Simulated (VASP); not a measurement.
# AgCl (P4/mmm) in VASP: single point with PBEsol

Aim: the single point of AgCl with PBEsol.

Everything below comes from runs of VASP 6.6.1. Logs are shortened: lines on timing, memory, paths and dates and some standing lists are left out, and cuts for length are marked.

## 1. The cell of the first run

Symmetry: P4/mmm, No. 123, tetragonal system. Conventional cell: a = 3.331 Å, b = 3.331 Å, c = 3.409 Å, α = 90.00°, β = 90.00°, γ = 90.00°. Within 3.8 Å of Ag (site symmetry 4/mmm) lie 8 Cl at 2.91 Å and 6 Ag at 3.33 to 3.41 Å. Within 3.8 Å of Cl (site symmetry 4/mmm) lie 8 Ag at 2.91 Å and 6 Cl at 3.33 to 3.41 Å.

## 2. Single point, PBEsol

The input, INCAR:

```
SYSTEM = AgCl
ALGO = Normal
EDIFF = 1E-6
ENCUT = 520
GGA = PS
ISIF = 2
ISMEAR = 0
LASPH = .TRUE.
LCHARG = .TRUE.
LELF = .TRUE.
LREAL = .FALSE.
LVHAR = .TRUE.
LWAVE = .FALSE.
NBANDS = 26
NELM = 100
PREC = Accurate
SIGMA = 0.05
```

The input, KPOINTS:

```
k-points
0
G
  10 10 6
  0 0 0
```

The input, POSCAR:

```
AgCl
1.0
    3.4087752082      0.0000000000      0.0000000000
    0.0000000000      3.3311591989      0.0000000000
    0.0000000000      0.0000000000      6.6623183978
Ag Cl
2 2
Direct
    0.0000000000      0.0000000000      0.0000000000
    0.0000000000      0.0000000000      0.5000000000
    0.5000000000      0.5000000000      0.2500000000
    0.5000000000      0.5000000000      0.7500000000
```

Potentials or basis: VASP PAW PBE potentials, release 64 (Ag, Cl).

On the command line:

```console
$ cat potpaw_PBE.64/Ag/POTCAR potpaw_PBE.64/Cl/POTCAR > POTCAR
$ mpirun -np 1 vasp_std > vasp.out
```

OUTCAR:

```text
SYSTEM = AgCl
   EDIFF = 1E-6
   ENCUT = 520
   GGA = PS
   ISIF = 2
   ISMEAR = 0
   LASPH = .TRUE.
   LREAL = .FALSE.
   NELM = 100
   PREC = Accurate

 ion  position               nearest neighbor table
   1  0.000  0.000  0.000-   3 2.91   4 2.91   3 2.91   4 2.91   3 2.91   4 2.91   3 2.91   4 2.91
                             2 3.33   2 3.33
   2  0.000  0.000  0.500-   3 2.91   4 2.91   3 2.91   4 2.91   3 2.91   4 2.91   3 2.91   4 2.91
                             1 3.33   1 3.33
   3  0.500  0.500  0.250-   1 2.91   2 2.91   1 2.91   2 2.91   1 2.91   2 2.91   1 2.91   2 2.91

   4  0.500  0.500  0.750-   1 2.91   2 2.91   1 2.91   2 2.91   1 2.91   2 2.91   1 2.91   2 2.91

  LATTYP: Found a simple orthorhombic cell.
 ALAT       =     3.3311591989
 B/A-ratio  =     1.0233000000
 C/A-ratio  =     2.0000000000

  Lattice vectors:

 A1 = (   0.0000000000,  -3.3311591989,   0.0000000000)
 A2 = (   3.4087752082,   0.0000000000,   0.0000000000)
 A3 = (   0.0000000000,   0.0000000000,   6.6623183978)

Analysis of symmetry for initial positions (statically):
=====================================================================
 Subroutine PRICEL returns following result:

  LATTYP: Found a simple tetragonal cell.
 ALAT       =     3.3311591989
 C/A-ratio  =     1.0233000000

  Lattice vectors:

 A1 = (   0.0000000000,   3.3311591989,   0.0000000000)
 A2 = (   0.0000000000,   0.0000000000,   3.3311591989)
 A3 = (   3.4087752082,   0.0000000000,   0.0000000000)

   2 primitive cells build up your supercell.

 Routine SETGRP: Setting up the symmetry group for a
 simple orthorhombic supercell.

 Subroutine GETGRP returns: Found  8 space group operations
 (whereof  8 operations were pure point group operations)
 out of a pool of  8 trial point group operations.

The static configuration has the point symmetry D_2h.

Analysis of symmetry for dynamics (positions and initial velocities):
=====================================================================
 Subroutine PRICEL returns following result:

  LATTYP: Found a simple tetragonal cell.
 ALAT       =     3.3311591989
 C/A-ratio  =     1.0233000000

  Lattice vectors:

 A1 = (   0.0000000000,   3.3311591989,   0.0000000000)
 A2 = (   0.0000000000,   0.0000000000,   3.3311591989)
 A3 = (   3.4087752082,   0.0000000000,   0.0000000000)

   2 primitive cells build up your supercell.

 Routine SETGRP: Setting up the symmetry group for a
 simple orthorhombic supercell.

 Subroutine GETGRP returns: Found  8 space group operations
 (whereof  8 operations were pure point group operations)
 out of a pool of  8 trial point group operations.

The dynamic configuration has the point symmetry D_2h.

 Subroutine INISYM returns: Found  8 space group operations
 (whereof  8 operations are pure point group operations),
 and found     2 'primitive' translations

----------------------------------------------------------------------------------------

                                     Primitive cell

  volume of cell :      37.8259

  direct lattice vectors                    reciprocal lattice vectors
     0.000000000  3.331159199  0.000000000     0.000000000  0.300195800  0.000000000
     0.000000000  0.000000000  3.331159199     0.000000000  0.000000000  0.300195800
     3.408775208  0.000000000  0.000000000     0.293360500  0.000000000  0.000000000

  length of vectors
     3.331159199  3.331159199  3.408775208     0.300195800  0.300195800  0.293360500

  position of ions in fractional coordinates (direct lattice)
     0.000000000  0.000000000  0.000000000
     0.500000000  0.500000000  0.500000000

  ion indices of the primitive-cell ions
   primitive index   ion index
                 1           1
                 2           3

----------------------------------------------------------------------------------------

 KPOINTS: k-points

Automatic generation of k-mesh.
 Grid dimensions read from file:
 generate k-points for:   10   10    6

 Generating k-lattice:

  Cartesian coordinates                     Fractional coordinates (reciprocal lattice)
     0.029336050  0.000000000  0.000000000     0.100000000  0.000000000  0.000000000
     0.000000000  0.030019580  0.000000000     0.000000000  0.100000000  0.000000000
     0.000000000  0.000000000  0.025016317     0.000000000  0.000000000  0.166666667

  Length of vectors
     0.029336050  0.030019580  0.025016317

  Shift w.r.t. Gamma in fractional coordinates (k-lattice)
     0.000000000  0.000000000  0.000000000

 Subroutine IBZKPT returns following result:
 ===========================================

 Found    144 irreducible k-points:

 Following reciprocal coordinates:
            Coordinates               Weight
  0.000000  0.000000  0.000000      1.000000
  0.100000  0.000000  0.000000      2.000000
  0.200000  0.000000  0.000000      2.000000
  0.300000  0.000000  0.000000      2.000000
  0.400000  0.000000  0.000000      2.000000
  0.500000  0.000000  0.000000      1.000000
[... 16 lines left out ...]
  0.400000  0.300000  0.000000      4.000000
  0.500000  0.300000  0.000000      2.000000
 [... further k-points ...]
   k-points           NKPTS =    144   k-points in BZ     NKDIM =    144   number of bands    NBANDS=     26
   number of dos      NEDOS =    301   number of ions     NIONS =      4
   total plane-waves  NPLWV =  39200
   dimension x,y,z NGX =    28 NGY =   28 NGZ =   50
   dimension x,y,z NGXF=    56 NGYF=   56 NGZF=  100
   ions per type =               2   2
   NGX,Y,Z   is equivalent  to a cutoff of  13.66, 13.97, 12.48 a.u.
   NGXF,Y,Z  is equivalent  to a cutoff of  27.31, 27.95, 24.95 a.u.
 SYSTEM =  AgCl
   PREC   = accura    normal or accurate (medium, high low for compatibility)
   ISTART =      0    job   : 0-new  1-cont  2-samecut
   ICHARG =      2    charge: 1-file 2-atom 10-const
   ISPIN  =      1    spin polarized calculation?
   LNONCOLLINEAR =      F non collinear calculations
   LSORBIT =      F    spin-orbit coupling
   LASPH  =      T    aspherical Exc in radial PAW
   ENCUT  =  520.0 eV  38.22 Ry    6.18 a.u.   6.34  6.19 12.39*2*pi/ulx,y,z
   NELM   =    100;   NELMIN=  2; NELMDL= -5     # of ELM steps
   EDIFF  = 0.1E-05   stopping-criterion for ELM
   LREAL  =      F    real-space projection
[... 7 lines left out ...]
   TEBEG  =    0.0;   TEEND  =   0.0 temperature during run
   PSTRESS=    0.0 pullay stress
   NELECT =      36.0000    total number of electrons
   NUPDOWN=      -1.0000    fix difference up-down
   EMIN   =  10.00;   EMAX   =-10.00  energy-range for DOS
   EFERMI =   0.00;   METHOD = LEGACY
   ISMEAR =     0;   SIGMA  =   0.05  broadening in eV -4-tet -1-fermi 0-gaus
   EFERMI_NEDOS =   21; number of points for ismear=-14 and -15
   IALGO  =     38    algorithm
   IMIX   =      4    mixing-type and parameters
     AMIX     =   0.40;   BMIX     =  1.00
     AMIX_MAG =   1.60;   BMIX_MAG =  1.00
  volume/ion in A,a.u.               =      18.91       127.63
  Fermi-wavevector in a.u.,A,eV,Ry     =   1.278113  2.415284 22.226111  1.633573
  Thomas-Fermi vector in A             =   2.410674
   LORBIT       =      0    0 simple, 1 ext, 2 COOP (PROOUT), +10 PAW based schemes
   GGA     = PS    functional components
   LHFCALC =     F    Hartree Fock is set to
   AEXX    =    0.0000 exact exchange contribution
   IVDW    =     0    specifies the selected vdW correction
   LEPSILON=     F    determine dielectric tensor
   LRPA    =     F    only Hartree local field effects (RPA)
 non-spin polarized calculation
 Gauss-broadening in eV      SIGMA  =   0.05
  energy-cutoff  :      520.00
  volume of cell :       75.65
 maximum number of plane-waves:      2060
 NGX is ok and might be reduce to    28
   NGX = 13   NGY = 13   NGZ = 25

 number of electron      35.9999995 magnetization

 Free energy of the ion-electron system (eV)
  ---------------------------------------------------
  ext. energy  EPLUGINS =         0.00000000
  ---------------------------------------------------
  free energy    TOTEN  =       -11.62988084 eV

  energy without entropy =      -11.62988084  energy(sigma->0) =      -11.62988084

 E-fermi :   4.9044     XC(G=0): -10.9825

 val. band max:        4.6925913659   @ k =   0.5000   0.0000   0.0000
 cond. band min:       5.1019206500   @ k =   0.0000   0.0000   0.0000
 fundamental gap:      0.4093292841
 Fermi energy:         4.9043723014

 k-point     1 :       0.0000    0.0000    0.0000
  band No.  band energies     occupation
      1     -10.3478      2.00000
      2      -9.7515      2.00000
      3      -0.9882      2.00000
      4       1.3671      2.00000
      5       1.5343      2.00000
      6       1.5820      2.00000
[... 18 lines left out ...]
     25      14.2288      0.00000
     26      14.7558      0.00000

 k-point     2 :       0.1000    0.0000    0.0000
  band No.  band energies     occupation
      1     -10.3023      2.00000
      2      -9.7234      2.00000
      3      -0.8860      2.00000
      4       1.3118      2.00000
      5       1.4325      2.00000
      6       1.5901      2.00000
[... 18 lines left out ...]
     25      14.3304      0.00000
     26      14.9660      0.00000

 k-point     3 :       0.2000    0.0000    0.0000
  band No.  band energies     occupation
      1     -10.1786      2.00000
      2      -9.6481      2.00000
      3      -0.5943      2.00000
      4       0.6784      2.00000
      5       1.1535      2.00000
      6       1.6381      2.00000
[... 18 lines left out ...]
     25      14.7054      0.00000
     26      15.5736      0.00000

 k-point     4 :       0.3000    0.0000    0.0000
  band No.  band energies     occupation
      1     -10.0156      2.00000
      2      -9.5513      2.00000
      3      -0.1824      2.00000
      4      -0.1630      2.00000
      5       0.9227      2.00000
      6       1.6891      2.00000
[... 18 lines left out ...]
     25      15.4859      0.00000
     26      15.6596      0.00000
[... 496 lines left out ...]
      1      -9.7226      2.00000
      2      -9.2744      2.00000
      3      -0.0107      2.00000
      4       0.1698      2.00000
      5       0.3254      2.00000
      6       0.8878      2.00000
[... 18 lines left out ...]
     25      15.6386      0.00000
     26      16.0882      0.00000

 k-point    23 :       0.4000    0.3000    0.0000
  band No.  band energies     occupation
      1      -9.6178      2.00000
      2      -9.1762      2.00000
      3      -0.0184      2.00000
      4      -0.0001      2.00000
      5       0.1211      2.00000
      6       0.6581      2.00000
[... 18 lines left out ...]
     25      14.8630      0.00000
     26      15.7606      0.00000

 k-point    24 :       0.5000    0.3000    0.0000
  band No.  band energies     occupation
      1      -9.5763      2.00000
      2      -9.1375      2.00000
      3      -0.1338      2.00000
      4       0.0003      2.00000
      5       0.0304      2.00000
      6       0.5268      2.00000
[... 18 lines left out ...]
     25      14.3530      0.00000
     26      15.6952      0.00000

 [... further k-points ...]
[... 5 lines left out ...]
  --------------------------------------------------------------------------------------
  -------------------------------------------------------------------------------------
  Total       -1.0727934     -0.5245366     -0.5250889      0.0000000      0.0000000      0.0000000
  in kB      -22.7199584    -11.1088018    -11.1205000      0.0000000      0.0000000      0.0000000
  external PRESSURE =     -14.9830867 kB  Pullay stress =       0.0000000 kB

 VOLUME and BASIS-vectors are now :
 -----------------------------------------------------------------------------
  energy-cutoff  :      520.00
  volume of cell :       75.65
      direct lattice vectors                 reciprocal lattice vectors
     3.408775208  0.000000000  0.000000000     0.293360500  0.000000000  0.000000000
     0.000000000  3.331159199  0.000000000     0.000000000  0.300195800  0.000000000
     0.000000000  0.000000000  6.662318398     0.000000000  0.000000000  0.150097900

 POSITION                                       TOTAL-FORCE (eV/Angst)
 -----------------------------------------------------------------------------------
      0.00000      0.00000      0.00000        -0.000000     -0.000000      0.000000
      0.00000      0.00000      3.33116        -0.000000     -0.000000     -0.000000
      1.70439      1.66558      1.66558         0.000000     -0.000000      0.000000
      1.70439      1.66558      4.99674         0.000000      0.000000     -0.000000
 -----------------------------------------------------------------------------------
    total drift:                               -0.000000      0.000000      0.000000

  FREE ENERGIE OF THE ION-ELECTRON SYSTEM (eV)
  ---------------------------------------------------
  free  energy   TOTEN  =       -11.6298808373 eV

  energy  without entropy=      -11.6298808373  energy(sigma->0) =      -11.62988084
```

It took 94 s on 1 thread of Intel Xeon 6975P-C (Granite Rapids), shared host; peak memory 0.35 GiB.

Results:

| Item | Value |
| --- | --- |
| Free energy | -11.6299 eV |
| Pressure | -1.5 GPa |
| Band gap on the k mesh | 0.41 eV |

Caveat: semilocal functionals underestimate gaps, and a narrow one can read as zero; the PAW data sets were made with another functional, which shifts forces and pressure a little.
